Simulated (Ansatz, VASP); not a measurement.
**Co in VASP and in Ansatz**

The input INCAR:

```
PREC = Accurate
ENCUT = 520
EDIFF = 1E-8
ISMEAR = -1
SIGMA = 0.05
LREAL = F
LASPH = T
NELM = 150
ALGO = Normal
ISIF = 2
LWAVE = F
LCHARG = F
ISPIN = 2
MAGMOM = 2 2
LORBIT = 11
LMAXMIX = 4
GGA = PS
LEFG = T
NBANDS = 20
```

KPOINTS

```
Automatic mesh
0
Gamma
  19 19 10
```

Contents of POSCAR:

```
Co
1.0
    2.4935546764      0.0000000000      0.0000000000
   -1.2467773382      2.1594816955      0.0000000000
    0.0000000000      0.0000000000      4.0496739422
Co
2
Direct
    0.3333333333      0.6666666667      0.2500000000
    0.6666666667      0.3333333333      0.7500000000
```

Input for Ansatz:

```yaml
crystal:
  lattice:
    - [2.4935546764, 0.0, 0.0]
    - [-1.2467773382, 2.1594816955, 0.0]
    - [0.0, 0.0, 4.0496739422]
  atoms:
    - { symbol: Co, position: [0.3333333333, 0.6666666667, 0.25], spin: 2.0 }
    - { symbol: Co, position: [0.6666666667, 0.3333333333, 0.75], spin: 2.0 }
magnetization:
  spin_polarized: true
kpoints:
  mp_grid: { grid: [19, 19, 10] }
scf:
  occupations: { method: fermi_dirac, width: 0.05 }
hamiltonian:
  xc: pbesol
  pseudopotentials: { kind: paw }
output:
  forces: true
  stress: true
  eigenvalues: true
  efg: { contact_densities: true }
```

Change from the starting cell: volume scaled by 0.97, PAW files.

Alike in both runs: task electric field gradients; functional PBEsol; k mesh 19 × 19 × 10; occupations fermi-dirac, width 0.05 eV; collinear spin.

|  | VASP | Ansatz |
| --- | --- | --- |
| version | VASP 6.6.1 | Ansatz 0.2.0 |
| potentials or method | VASP PAW PBE potentials, release 64 (Co) | PAW with Ansatz's default frozen-core files, scalar-relativistic |
| plane-wave cutoff (eV) | 520 | 420 |
| valence electrons in the cell | 18 | 34 |

```tsv
	VASP	Ansatz	Ansatz less VASP
pressure (GPa)	-11.4	-10.8	+0.65
traceless stress, the component that is largest in VASP (GPa)	-1.12	-1.06	+0.056
net moment per atom (μB)	1.61	1.62	+0.009
size of the moment on the site where the two differ most (μB)	1.62	1.69	+0.061
size of Vzz on the site where it differs most (V/Å²)	2.2	1.9	-0.33
```

VASP's potentials were made for PBE, not for PBEsol. Site moments also hang on the region over which each program counts them. VASP's potentials hold 18 valence electrons a cell and Ansatz's 34, so a difference there can come from the potentials and not from the codes.
